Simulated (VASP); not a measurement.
Crystal: BaTiO3.

```xyz
5
Lattice="4.0263 0.0000 0.0000 0.0000 4.0263 0.0000 0.0000 0.0000 4.0446" Properties=species:S:1:pos:R:3 pbc="T T T"
Ba    0.0000    0.0000    0.0000
Ti    2.0131    2.0131    1.9819
O     0.0000    2.0131    2.0911
O     2.0131    0.0000    2.0911
O     2.0131    2.0131    0.0768
```

Base run:

| Property | Result |
| --- | --- |
| Program | VASP 6.6.1 |
| Functional | r2SCAN |
| Potentials or basis | VASP PAW PBE potentials, release 64 (Ba_sv, Ti_sv, O) |
| Cutoff | 520 eV |
| k mesh | 7 × 7 × 7 |
| Occupations | fermi-dirac, width 0.05 eV |
| Spin | no spin polarisation |

Its results: band gap on the k mesh 2.21 eV, indirect (least direct gap 2.42 eV); pressure -2.3 GPa; largest force 0.426 eV/Å.

Task: The run is repeated on the same cell with these changes: functional from r2SCAN to revPBE; dispersion from none to D3(BJ). What comes out?

Result: Band gap on the k mesh 1.85 eV, indirect (least direct gap 2.06 eV); pressure -2.2 GPa; largest force 0.393 eV/Å.

Several settings changed at once, so the effect can't be laid on one alone.

Caveats: the PAW data sets were made with another functional, which shifts forces and pressure a little; spin-orbit coupling is left out, which moves the levels of the heavy elements.

A k mesh can miss the band edges.
